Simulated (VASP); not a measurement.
Wanted: the native input for a VASP 6.6.1 run.

```yaml
Task: relaxation of cell and atoms
Functional: PBEsol
Potentials_or_basis: VASP PAW PBE potentials, release 64 (Na_pv, I)
Cutoff: 600 eV
k_mesh: 8 × 8 × 8
Occupations: gaussian, width 0.01 eV
Spin: no spin polarisation
Target_pressure: 10 GPa
Dipole_correction: no
Further_INCAR_settings: ALGO = Normal; EDIFF = 1e-06; IBRION = 2; EDIFFG = -0.002; NSW = 100; ISIF = 3
```

The structure of NaI lies in POSCAR:

```
NaI
1.0
    0.0000000000      3.2002564326      3.2002564326
    3.2002564326      0.0000000000      3.2002564326
    3.2002564326      3.2002564326      0.0000000000
Na I
1 1
Direct
    0.0000000000      0.0000000000      0.0000000000
    0.5000000000      0.5000000000      0.5000000000
```

The input as run:

INCAR

```
PREC = Accurate ; ENCUT = 600
EDIFF = 1E-6 ; ISMEAR = 0
SIGMA = 0.01 ; LREAL = False
LASPH = True ; NELM = 100
ALGO = Normal ; ISIF = 3
LWAVE = False ; LCHARG = False
GGA = PS ; IBRION = 2
NSW = 100 ; EDIFFG = -0.002
PSTRESS = 100.0
```

KPOINTS

```
regular mesh
0
Gamma
  8 8 8
```

Potentials or basis: VASP PAW PBE potentials, release 64 (Na_pv, I).

Launch:

```console
$ cat potpaw_PBE.64/Na_pv/POTCAR potpaw_PBE.64/I/POTCAR > POTCAR
$ mpirun -np 1 vasp_std > vasp.out
```

It gave:

- Relaxed volume: 24.55 Å³/atom
- Relaxed cell: a = 4.110 Å, b = 4.110 Å, c = 4.110 Å, α = 60.00°, β = 60.00°, γ = 60.00°
- Space group after relaxing (to 0.05 Å): Fm-3m (No. 225)
- Energy change on relaxing (the enthalpy is what falls): +196.6 meV/atom
- Ionic steps: 3
- Pressure after relaxing: 10.0 GPa
- Band gap on the k mesh: 4.56 eV, indirect (least direct gap 4.63 eV)

Caveat: the cell is relaxed towards a set pressure, so the enthalpy falls and the energy may rise; the volume moved by over 15 % at a fixed basis, so the end points are rough; the PAW data sets were made with another functional, which shifts forces and pressure a little; spin-orbit coupling is left out, which moves the levels of the heavy elements.

It took 50 s on 1 thread of Intel(R) Xeon(R) Platinum 8259CL CPU @ 2.50GHz (Skylake/Cascade Lake) (shared host), peak memory 0.22 GiB.
